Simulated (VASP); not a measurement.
Input of a VASP 6.6.1 run:

INCAR

```
PREC     = Accurate       # precision mode
ENCUT    = 600            # plane-wave cutoff, eV
EDIFF    = 1E-6           # SCF threshold, eV
ISMEAR   = -1             # smearing method
SIGMA    = 0.02           # smearing width, eV
LREAL    = False          # projectors in reciprocal space
LASPH    = True           # aspherical terms in the spheres
NELM     = 120            # most SCF steps
ALGO     = Normal         # electronic algorithm
ISIF     = 2              # what is computed and relaxed
LWAVE    = False          # write WAVECAR
LCHARG   = False          # write CHGCAR
NBANDS   = 16             # bands
GGA_COMPAT= False
```

KPOINTS

```
regular mesh
0
Gamma
  3 3 3
```

POSCAR

```
HfMg3
1.0
    4.4334000000      0.0000000000      0.0000000000
    0.0000000000      4.4334000000      0.0000000000
    0.0000000000      0.0000000000      4.4334000000
Mg Hf
3 1
Direct
    0.5000000000      0.5000000000      0.0000000000
    0.5000000000      0.0000000000      0.5000000000
    0.0000000000      0.5000000000      0.5000000000
    0.0000000000      0.0000000000      0.0000000000
```

Potentials or basis: VASP PAW LDA potentials, release 64 (Mg, Hf_pv).

Launch:

```console
$ cat potpaw_LDA.64/Mg/POTCAR potpaw_LDA.64/Hf_pv/POTCAR > POTCAR
$ mpirun -np 1 vasp_std > vasp.out
```

(1) What does it give for the pressure?

(2) Estimate the band gap on the k mesh.

Results:

(1) -4.0 GPa.

(2) zero (bands 8 and 9 overlap by 1.09 eV).

Caveat: the k points lie up to 0.47 Å⁻¹ apart, too coarse for converged energies and pressures of a metal; spin-orbit coupling is left out, which moves the levels of the heavy elements.
